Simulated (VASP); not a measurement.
Set up this calculation in VASP 6.6.1, as the native input.

```
Task                   : single point
Functional             : PBE
Potentials or basis    : VASP PAW PBE potentials, release 64 (Ta_pv, N)
Cutoff                 : 520 eV
k mesh                 : 13 × 13 × 1
Occupations            : fermi-dirac, width 0.08 eV
Spin                   : no spin polarisation
Dipole correction      : yes
Further INCAR settings : ALGO = Normal; EDIFF = 1e-07; NBANDS = 24
```

The structure of TaN (TaN (100), 2 layers) lies in POSCAR:

```
TaN
1.0
    3.1233934579      0.0000000000      0.0000000000
    0.0000000000      3.1233934579      0.0000000000
    0.0000000000      0.0000000000     18.2086000000
Ta N
2 2
Direct
    0.0000000000      0.0000000000      0.4464927893
    0.5000000000      0.5000000000      0.5535072038
    0.5000000000      0.5000000000      0.4321849920
    0.0000000000      0.0000000000      0.5678150148
```

These files were run (other wordings do the same):

INCAR

```
SYSTEM = TaN
PREC     = Accurate       ! precision mode
ENCUT    = 520            ! plane-wave cutoff, eV
EDIFF    = 1E-7           ! SCF threshold, eV
ISMEAR   = -1             ! smearing method
SIGMA    = 0.08           ! smearing width, eV
LREAL    = .False.        ! projectors in reciprocal space
LASPH    = .True.         ! aspherical terms in the spheres
NELM     = 80             ! most SCF steps
ALGO     = Normal         ! electronic algorithm
ISIF     = 2              ! what is computed and relaxed
LWAVE    = .False.        ! write WAVECAR
LCHARG   = .True.         ! write CHGCAR
LDIPOL   = .True.       
IDIPOL   = 3            
DIPOL    = 0.5 0.5 0.500
GGA      = PE             ! functional
LELF     = .True.         ! ELF
LVHAR    = .True.       
LVACPOTAV= .True.       
NBANDS   = 24             ! bands
```

KPOINTS

```
Automatic mesh
0
Gamma
  13 13 1
  0 0 0
```

Potentials or basis: VASP PAW PBE potentials, release 64 (Ta_pv, N).

Launch:

```console
$ cat potpaw_PBE.64/Ta_pv/POTCAR potpaw_PBE.64/N/POTCAR > POTCAR
$ mpirun -np 1 vasp_std > vasp.out
```

Results of the run:

```
Largest force          : 0.024 eV/Å
Band gap on the k mesh : zero (band 16 reaches 0.40 eV, above the bottom of band 17 at -1.07 eV)
```

Caveat: spin-orbit coupling is left out, which moves the levels of the heavy elements.

It took 3.6 min on 1 thread of AMD EPYC 7R43 64-Core Processor (Zen 3) (shared host), peak memory 0.28 GiB.
